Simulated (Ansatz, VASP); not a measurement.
# One calculation of SiGe, two programs

```
CELL_PARAMETERS angstrom
3.90060 0.00000 0.00000
-1.95030 3.37802 0.00000
0.00000 0.00000 6.44339
ATOMIC_POSITIONS crystal
Si 0.66667 0.33333 0.87455
Si 0.33333 0.66667 0.37455
Ge 0.66667 0.33333 0.50045
Ge 0.33333 0.66667 0.00045
```

Alike in both runs: functional PBEsol; k mesh 12 × 12 × 6; occupations gaussian, width 0.02 eV; no spin polarisation.

Ansatz relaxed the structure, and its values are those at the end. VASP's run is a single point on that final structure, the one shown.

|  | VASP | Ansatz |
| --- | --- | --- |
| version | VASP 6.6.1 | Ansatz 0.2.0 |
| potentials or method | VASP PAW PBE potentials, release 64 (Si, Ge_d), cutoff 520 eV | scalar-relativistic, plane waves, PAW |
| valence electrons in the cell | 36 | 36 |

```tsv
	VASP	Ansatz	Ansatz less VASP
gap on the k mesh at the Fermi level (eV)	0.35	0.35	-0.001
least direct gap on the mesh (eV)	0.41	0.40	-0.005
pressure (GPa)	0.0	0.0	+0.03
```

VASP's potentials were made for PBE, not for PBEsol.
